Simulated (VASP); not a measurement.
# Sr (P6_3/mmc) in VASP: relaxation of cell and atoms with LDA

Aim: the relaxation of cell and atoms of Sr with LDA.

Everything below comes from runs of VASP 6.6.1. Logs are shortened: lines on timing, memory, paths and dates and some standing lists are left out, and cuts for length are marked.

## Step 1: The cell of the first run

Symmetry: P6_3/mmc, No. 194, hexagonal system. The conventional cell has a = 4.085 Å, b = 4.085 Å, c = 6.697 Å, α = 90.00°, β = 90.00°, γ = 120.00°. Sr (site symmetry -6m2) has 12 Sr at 4.08 to 4.10 Å within 5.4 Å.

This isn't the form of Sr at room conditions, which is fcc.

## Step 2: Relaxation of cell and atoms, LDA, target pressure 0.14 GPa, at which the enthalpy is minimised

Input file INCAR:

```
SYSTEM = Sr
ALGO = Normal
EDIFF = 1E-6
EDIFFG = -0.005
ENCUT = 600
GGA = CA
IBRION = 2
ISIF = 3
ISMEAR = -1
LASPH = .True.
LCHARG = .False.
LREAL = .False.
LWAVE = .False.
NELM = 100
NSW = 32
PREC = Accurate
PSTRESS = 1.4000000000000001
SIGMA = 0.1
```

Input file KPOINTS:

```
k-points
0
Gamma
  11 11 6
  0 0 0
```

Input file POSCAR:

```
Sr
1.0
    4.0845519307      0.0000000000      0.0000000000
   -2.0422759654      3.5373257351      0.0000000000
    0.0000000000      0.0000000000      6.6966130326
Sr
2
Direct
    0.3333333333      0.6666666667      0.2500000000
    0.6666666667      0.3333333333      0.7500000000
```

Potentials or basis: VASP PAW LDA potentials, release 64 (Sr_sv).

Started as:

```console
cat potpaw_LDA.64/Sr_sv/POTCAR > POTCAR
mpirun -np 1 vasp_std > vasp.out
```

OUTCAR:

```text
SYSTEM = Sr
   EDIFF = 1E-6
   EDIFFG = -0.005
   ENCUT = 600
   GGA = CA
   IBRION = 2
   ISIF = 3
   ISMEAR = -1
   LASPH = .True.
   LREAL = .False.
   NELM = 100
   NSW = 32
   PREC = Accurate
   PSTRESS = 1.4000000000000001

 ion  position               nearest neighbor table
   1  0.333  0.667  0.250-   2 4.10   2 4.10   2 4.10   2 4.10   2 4.10   2 4.10
   2  0.667  0.333  0.750-   1 4.10   1 4.10   1 4.10   1 4.10   1 4.10   1 4.10

  LATTYP: Found a hexagonal cell.
 ALAT       =     4.0845519307
 C/A-ratio  =     1.6394975866

  Lattice vectors:

 A1 = (   4.0845519307,   0.0000000000,   0.0000000000)
 A2 = (  -2.0422759654,   3.5373257351,   0.0000000000)
 A3 = (   0.0000000000,   0.0000000000,   6.6966130326)

Analysis of symmetry for initial positions (statically):
=====================================================================
 Subroutine PRICEL returns:
 Original cell was already a primitive cell.

 Routine SETGRP: Setting up the symmetry group for a
 hexagonal supercell.

 Subroutine GETGRP returns: Found 24 space group operations
 (whereof 12 operations were pure point group operations)
 out of a pool of 24 trial point group operations.

The static configuration has the point symmetry D_3d.
 The point group associated with its full space group is D_6h.

Analysis of symmetry for dynamics (positions and initial velocities):
=====================================================================
 Subroutine PRICEL returns:
 Original cell was already a primitive cell.

 Routine SETGRP: Setting up the symmetry group for a
 hexagonal supercell.

 Subroutine GETGRP returns: Found 24 space group operations
 (whereof 12 operations were pure point group operations)
 out of a pool of 24 trial point group operations.

The dynamic configuration has the point symmetry D_3d.
 The point group associated with its full space group is D_6h.

 Subroutine INISYM returns: Found 24 space group operations
 (whereof 12 operations are pure point group operations),
 and found     1 'primitive' translations

----------------------------------------------------------------------------------------

                                     Primitive cell

  volume of cell :      96.7553

  direct lattice vectors                    reciprocal lattice vectors
     4.084551931  0.000000000  0.000000000     0.244824896  0.141349719  0.000000000
    -2.042275965  3.537325735  0.000000000     0.000000000  0.282699439  0.000000000
     0.000000000  0.000000000  6.696613033     0.000000000  0.000000000  0.149329220

  length of vectors
     4.084551931  4.084551931  6.696613033     0.282699439  0.282699439  0.149329220

  position of ions in fractional coordinates (direct lattice)
     0.333333333  0.666666667  0.250000000
     0.666666667  0.333333333  0.750000000

  ion indices of the primitive-cell ions
   primitive index   ion index
                 1           1
                 2           2

----------------------------------------------------------------------------------------

 KPOINTS: k-points

Automatic generation of k-mesh.
 Grid dimensions read from file:
 generate k-points for:   11   11    6

 Generating k-lattice:

  Cartesian coordinates                     Fractional coordinates (reciprocal lattice)
     0.022256809  0.012849974  0.000000000     0.090909091  0.000000000  0.000000000
     0.000000000  0.025699949  0.000000000     0.000000000  0.090909091  0.000000000
     0.000000000  0.000000000  0.024888203     0.000000000  0.000000000  0.166666667

  Length of vectors
     0.025699949  0.025699949  0.024888203

  Shift w.r.t. Gamma in fractional coordinates (k-lattice)
     0.000000000  0.000000000  0.000000000

 Subroutine IBZKPT returns following result:
 ===========================================

 Found     64 irreducible k-points:

 Following reciprocal coordinates:
            Coordinates               Weight
  0.000000  0.000000  0.000000      1.000000
  0.090909  0.000000  0.000000      6.000000
  0.181818  0.000000  0.000000      6.000000
  0.272727  0.000000  0.000000      6.000000
  0.363636  0.000000  0.000000      6.000000
  0.454545  0.000000  0.000000      6.000000
[... 16 lines left out ...]
  0.090909  0.090909  0.166667     12.000000
  0.181818  0.090909  0.166667     24.000000
 [... further k-points ...]
   k-points           NKPTS =     64   k-points in BZ     NKDIM =     64   number of bands    NBANDS=     14
   number of dos      NEDOS =    301   number of ions     NIONS =      2
   total plane-waves  NPLWV =  69984
   dimension x,y,z NGX =    36 NGY =   36 NGZ =   54
   dimension x,y,z NGXF=    72 NGYF=   72 NGZF=  108
   ions per type =               2
   NGX,Y,Z   is equivalent  to a cutoff of  14.65, 14.65, 13.41 a.u.
   NGXF,Y,Z  is equivalent  to a cutoff of  29.30, 29.30, 26.81 a.u.
 SYSTEM =  Sr
   PREC   = accura    normal or accurate (medium, high low for compatibility)
   ISTART =      0    job   : 0-new  1-cont  2-samecut
   ICHARG =      2    charge: 1-file 2-atom 10-const
   ISPIN  =      1    spin polarized calculation?
   LNONCOLLINEAR =      F non collinear calculations
   LSORBIT =      F    spin-orbit coupling
   LASPH  =      T    aspherical Exc in radial PAW
   ENCUT  =  600.0 eV  44.10 Ry    6.64 a.u.   8.16  8.16 13.37*2*pi/ulx,y,z
   NELM   =    100;   NELMIN=  2; NELMDL= -5     # of ELM steps
   EDIFF  = 0.1E-05   stopping-criterion for ELM
   LREAL  =      F    real-space projection
   EDIFFG = -.5E-02   stopping-criterion for IOM
   NSW    =     32    number of steps for IOM
   IBRION =      2    ionic relax: 0-MD 1-quasi-New 2-CG
   NFREE  =      1    steps in history (QN), initial steepest desc. (CG)
   ISIF   =      3    stress and relaxation
   ISYM   =      2    0-nonsym 1-usesym 2-fastsym
   POTIM  = 0.5000    time-step for ionic-motion
   TEBEG  =    0.0;   TEEND  =   0.0 temperature during run
   PSTRESS=    1.4 pullay stress
   NELECT =      20.0000    total number of electrons
   NUPDOWN=      -1.0000    fix difference up-down
   EMIN   =  10.00;   EMAX   =-10.00  energy-range for DOS
   EFERMI =   0.00;   METHOD = LEGACY
   ISMEAR =    -1;   SIGMA  =   0.10  broadening in eV -4-tet -1-fermi 0-gaus
   EFERMI_NEDOS =   21; number of points for ismear=-14 and -15
   IALGO  =     38    algorithm
   IMIX   =      4    mixing-type and parameters
     AMIX     =   0.40;   BMIX     =  1.00
     AMIX_MAG =   1.60;   BMIX_MAG =  1.00
  volume/ion in A,a.u.               =      48.38       326.47
  Fermi-wavevector in a.u.,A,eV,Ry     =   0.967966  1.829190 12.748080  0.936957
  Thomas-Fermi vector in A             =   2.097896
   LORBIT       =      0    0 simple, 1 ext, 2 COOP (PROOUT), +10 PAW based schemes
   GGA     = CA    functional components
   LHFCALC =     F    Hartree Fock is set to
   AEXX    =    0.0000 exact exchange contribution
   IVDW    =     0    specifies the selected vdW correction
   LEPSILON=     F    determine dielectric tensor
   LRPA    =     F    only Hartree local field effects (RPA)
 conjugate gradient relaxation of ions
 non-spin polarized calculation
  energy-cutoff  :      600.00
  volume of cell :       96.76
 maximum number of plane-waves:      3248
 NGX is ok and might be reduce to    36
   NGX = 17   NGY = 17   NGZ = 27

 number of electron      20.0000001 magnetization

 Free energy of the ion-electron system (eV)
  ---------------------------------------------------
  ext. energy  EPLUGINS =         0.00000000
  ---------------------------------------------------
  free energy    TOTEN  =        -3.82313155 eV

  energy without entropy =       -3.73582997  energy(sigma->0) =       -3.77948076

 E-fermi :   1.8450     XC(G=0):  -7.9678

 val. band max:        1.8230899101   @ k =   0.4545   0.0000   0.0000
 cond. band min:       1.8553786606   @ k =   0.4545   0.0909   0.0000
 fundamental gap:      0.0322887505
 Fermi energy:         1.8450221598

 k-point     1 :       0.0000    0.0000    0.0000
  band No.  band energies     occupation
      1     -34.3292      2.00000
      2     -34.3033      2.00000
      3     -16.5934      2.00000
      4     -16.3230      2.00000
      5     -16.3230      2.00000
      6     -16.2817      2.00000
      7     -16.2817      2.00000
      8     -16.2804      2.00000
      9      -1.9765      2.00000
     10       0.6156      1.99999
     11       2.1806      0.06744
     12       4.1982      0.00000
     13       4.2238      0.00000
     14       4.2238      0.00000

 k-point     2 :       0.0909    0.0000    0.0000
  band No.  band energies     occupation
      1     -34.3274      2.00000
      2     -34.3024      2.00000
      3     -16.5851      2.00000
      4     -16.3426      2.00000
      5     -16.3291      2.00000
      6     -16.3020      2.00000
      7     -16.2848      2.00000
      8     -16.2834      2.00000
      9      -1.8408      2.00000
     10       0.7576      1.99996
     11       2.1408      0.09873
     12       3.8223      0.00000
     13       4.3532      0.00000
     14       4.4834      0.00000

 k-point     3 :       0.1818    0.0000    0.0000
  band No.  band energies     occupation
      1     -34.3222      2.00000
      2     -34.2999      2.00000
      3     -16.5614      2.00000
      4     -16.3952      2.00000
      5     -16.3553      2.00000
      6     -16.3450      2.00000
      7     -16.2935      2.00000
      8     -16.2926      2.00000
      9      -1.4499      2.00000
     10       1.1470      1.99814
     11       2.0442      0.24009
     12       3.2801      0.00000
     13       3.9943      0.00000
     14       4.4987      0.00000
[... 324 lines left out ...]
 k-point    23 :       0.0909    0.0909    0.1667
  band No.  band energies     occupation
      1     -34.3223      2.00000
      2     -34.3022      2.00000
      3     -16.5534      2.00000
      4     -16.3698      2.00000
      5     -16.3582      2.00000
      6     -16.3328      2.00000
      7     -16.2972      2.00000
      8     -16.2969      2.00000
      9      -1.4562      2.00000
     10       0.7134      1.99998
     11       2.2475      0.03512
     12       3.4719      0.00000
     13       4.1237      0.00000
     14       4.1474      0.00000

 k-point    24 :       0.1818    0.0909    0.1667
  band No.  band energies     occupation
      1     -34.3164      2.00000
      2     -34.2994      2.00000
      3     -16.5326      2.00000
      4     -16.4236      2.00000
      5     -16.4109      2.00000
      6     -16.3544      2.00000
      7     -16.3126      2.00000
      8     -16.3061      2.00000
      9      -0.9691      2.00000
     10       1.1158      1.99864
     11       2.1854      0.06433
     12       2.9740      0.00002
     13       3.7752      0.00000
     14       3.9431      0.00000

 [... further k-points ...]

------------------------ aborting loop because EDIFF is reached ----------------------------------------

  FORCE on cell =-STRESS in cart. coord.  units (eV):
  Direction    XX          YY          ZZ          XY          YZ          ZX
  --------------------------------------------------------------------------------------
  -------------------------------------------------------------------------------------
  Total        0.0846549      0.0846549      0.0876835     -0.0000000      0.0000000      0.0000000
  in kB        1.4018058      1.4018058      1.4519567     -0.0000000      0.0000000      0.0000000
  external PRESSURE =       0.0185228 kB  Pullay stress =       1.4000000 kB

 VOLUME and BASIS-vectors are now :
 -----------------------------------------------------------------------------
  energy-cutoff  :      600.00
  volume of cell :       96.76
      direct lattice vectors                 reciprocal lattice vectors
     4.084551931  0.000000000  0.000000000     0.244824896  0.141349719  0.000000000
    -2.042275965  3.537325735  0.000000000     0.000000000  0.282699439  0.000000000
     0.000000000  0.000000000  6.696613033     0.000000000  0.000000000  0.149329220

 POSITION                                       TOTAL-FORCE (eV/Angst)
 -----------------------------------------------------------------------------------
     -0.00000      2.35822      1.67415         0.000000      0.000000      0.000000
      2.04228      1.17911      5.02246        -0.000000      0.000000      0.000000
 -----------------------------------------------------------------------------------
    total drift:                                0.000000     -0.000000      0.000000

  FREE ENERGIE OF THE ION-ELECTRON SYSTEM (eV)
  ---------------------------------------------------
  free  energy   TOTEN  =        -3.8231315508 eV

  energy  without entropy=       -3.7358299701  energy(sigma->0) =       -3.77948076

  enthalpy is  TOTEN    =        -3.7385857323 eV   P V=        0.0845458185

 reached required accuracy - stopping structural energy minimisation
```

Wall time 46 s (1 thread of AMD EPYC 9R45 (Zen 5), shared host); peak memory 0.22 GiB.

What came out:

```yaml
Free_energy: -3.8231 eV
Pressure_after_relaxing: 0.1 GPa
Band_gap_on_the_k_mesh: zero (bands 10 and 11 overlap by 0.16 eV)
```

Final structure:
```
Sr
1.0
     4.08455    0.00000    0.00000
    -2.04228    3.53733    0.00000
     0.00000    0.00000    6.69661
Sr
2
Direct
  0.33333 0.66667 0.25000
  0.66667 0.33333 0.75000
```

Caveat: the cell is relaxed towards a set pressure, so the run minimises the enthalpy, not the energy.

The gap in the log of VASP goes by the Fermi energy; the results here count the filled bands.